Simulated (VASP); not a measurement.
Wanted: the native input for a VASP 6.6.1 run.

| Quantity | Value |
| --- | --- |
| Task | single point |
| Functional | PBE |
| Potentials or basis | VASP PAW PBE potentials, release 64 (Be, C_h, O_h) |
| Cutoff | 1000 eV |
| k mesh | 6 × 6 × 1 |
| Occupations | gaussian, width 0.1 eV |
| Spin | no spin polarisation |
| Dipole correction | yes |
| Further INCAR settings | LREAL = Auto; ALGO = Normal; EDIFF = 1e-06; NBANDS = 36; NELMDL = -8 |

The structure of Be16CO lies in POSCAR:

```
Be16CO
1.0
    4.5254381410      0.0000000000      0.0000000000
   -2.2627190705      3.9191443934      0.0000000000
    0.0000000000      0.0000000000     23.4761687145
Be C O
16 1 1
Direct
    0.3333333333      0.1666666667      0.1703855535
    0.3333333333      0.6666666667      0.1703855535
    0.8333333333      0.1666666667      0.1703855535
    0.8333333333      0.6666666667      0.1703855535
    0.1666666667      0.3333333333      0.2463521558
    0.1666666667      0.8333333333      0.2463521558
    0.6666666667      0.3333333333      0.2463521558
    0.6666666667      0.8333333333      0.2463521558
    0.3333333333      0.1666666667      0.3241941575
    0.3333333333      0.6666666667      0.3241941575
    0.8333333333      0.1666666667      0.3241941575
    0.8333333333      0.6666666667      0.3241941575
    0.1666666667      0.3333333333      0.4036505628
    0.1666666667      0.8333333333      0.4036505628
    0.6666666667      0.3333333333      0.4036505628
    0.6666666667      0.8333333333      0.4036505628
    0.1666666667      0.3333333333      0.5301618363
    0.2406624093      0.2593375907      0.5729537194
```

The input as run:

INCAR

```
SYSTEM = Be16CO
PREC     = Accurate       ! precision mode
ENCUT    = 1000           ! plane-wave cutoff, eV
EDIFF    = 1E-6           ! SCF threshold, eV
ISMEAR   = 0              ! smearing method
SIGMA    = 0.1            ! smearing width, eV
LREAL    = Auto         
LASPH    = .True.         ! aspherical terms in the spheres
NELM     = 120            ! most SCF steps
ALGO     = Normal         ! electronic algorithm
ISIF     = 2              ! what is computed and relaxed
LWAVE    = .False.        ! write WAVECAR
LCHARG   = .False.        ! write CHGCAR
LDIPOL   = .True.       
IDIPOL   = 3            
DIPOL    = 0.5 0.5 0.316
GGA      = PE             ! functional
NBANDS   = 36             ! bands
GGA_COMPAT= .False.      
NELMDL   = -8
```

KPOINTS

```
Automatic mesh
0
Gamma
  6 6 1
  0 0 0
```

Potentials or basis: VASP PAW PBE potentials, release 64 (Be, C_h, O_h).

Launch:

```sh
$ cat potpaw_PBE.64/Be/POTCAR potpaw_PBE.64/C_h/POTCAR potpaw_PBE.64/O_h/POTCAR > POTCAR
$ mpirun -np 1 vasp_std > vasp.out
```

Results of the run:

```json
{
  "Largest force": "2.474 eV/Å",
  "Band gap on the k mesh": "zero (bands 21 and 22 overlap by 2.27 eV)"
}
```

It took 22 min on 1 thread of Intel(R) Xeon(R) Platinum 8375C CPU @ 2.90GHz (Ice Lake), with other jobs on the host, peak memory 1.2 GiB.
